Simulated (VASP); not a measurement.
Wanted: the native input for a VASP 6.6.1 run.

| Item | Value |
| --- | --- |
| Task | single point |
| Functional | r2SCAN |
| Potentials or basis | VASP PAW PBE potentials, release 64 (Lu, Ca_sv) |
| Cutoff | 520 eV |
| k mesh | 4 × 4 × 3 |
| Occupations | fermi-dirac, width 0.1 eV |
| Spin | no spin polarisation |
| Dipole correction | no |
| Further INCAR settings | ALGO = Normal; EDIFF = 1e-06; NBANDS = 30 |

Crystal: Ca2Lu.

```xyz
3
Lattice="2.4471 4.2385 0.0000 -2.4471 4.2385 0.0000 0.0000 0.0000 7.0354" Properties=species:S:1:pos:R:3 pbc="T T T"
Lu    0.0000    0.0000    0.0000
Ca   -0.0002    2.8258    3.5177
Ca   -0.0002    5.6511    3.5177
```

The input as run:

POSCAR

```
Ca2Lu
1.0
    2.4470740000      4.2384540000      0.0000000000
   -2.4470740000      4.2384540000      0.0000000000
    0.0000000000      0.0000000000      7.0354030000
Lu Ca
1 2
Direct
    0.0000000000      0.0000000000      0.0000000000
    0.3333000000      0.3334000000      0.5000000000
    0.6666000000      0.6667000000      0.5000000000
```

INCAR.step1

```
PREC     = Accurate       # precision mode
ENCUT    = 520            # plane-wave cutoff, eV
ISMEAR   = -1             # smearing method
SIGMA    = 0.1            # smearing width, eV
LREAL    = False          # projectors in reciprocal space
LASPH    = True           # aspherical terms in the spheres
NELM     = 60             # most SCF steps
NBANDS   = 30             # bands
GGA      = PE             # functional
ALGO     = Normal         # electronic algorithm
EDIFF    = 1E-4           # SCF threshold, eV
LWAVE    = True           # write WAVECAR
LCHARG   = False          # write CHGCAR
```

INCAR.step2

```
PREC     = Accurate       # precision mode
ENCUT    = 520            # plane-wave cutoff, eV
EDIFF    = 1E-6           # SCF threshold, eV
ISMEAR   = -1             # smearing method
SIGMA    = 0.1            # smearing width, eV
LREAL    = False          # projectors in reciprocal space
LASPH    = True           # aspherical terms in the spheres
NELM     = 60             # most SCF steps
ALGO     = Normal         # electronic algorithm
ISIF     = 2              # what is computed and relaxed
LWAVE    = False          # write WAVECAR
LCHARG   = True           # write CHGCAR
METAGGA  = R2SCAN         # meta-GGA
LMIXTAU  = True         
LELF     = True           # ELF
LVHAR    = True         
NBANDS   = 30             # bands
ISTART   = 1
```

KPOINTS

```
Automatic mesh
0
Gamma
  4 4 3
```

Potentials or basis: VASP PAW PBE potentials, release 64 (Lu, Ca_sv).

The run is started by

```sh
$ cat potpaw_PBE.64/Lu/POTCAR potpaw_PBE.64/Ca_sv/POTCAR > POTCAR
$ cp INCAR.step1 INCAR
$ mpirun -np 1 vasp_std > vasp.out
$ cp INCAR.step2 INCAR
$ mpirun -np 1 vasp_std > vasp.out
```

Results of the run:

The pressure is -2.4 GPa and the band gap on the k mesh is zero (an odd number of electrons rules out a gap without spin polarisation).

Caveat: the k points lie up to 0.37 Å⁻¹ apart, too coarse for converged energies and pressures of a metal; the PAW data sets were made with another functional, which shifts forces and pressure a little; spin-orbit coupling is left out, which moves the levels of the heavy elements.

Run time: 3 min on 1 thread of Intel(R) Xeon(R) Platinum 8375C CPU @ 2.90GHz (Ice Lake) (shared host), peak memory 0.31 GiB.
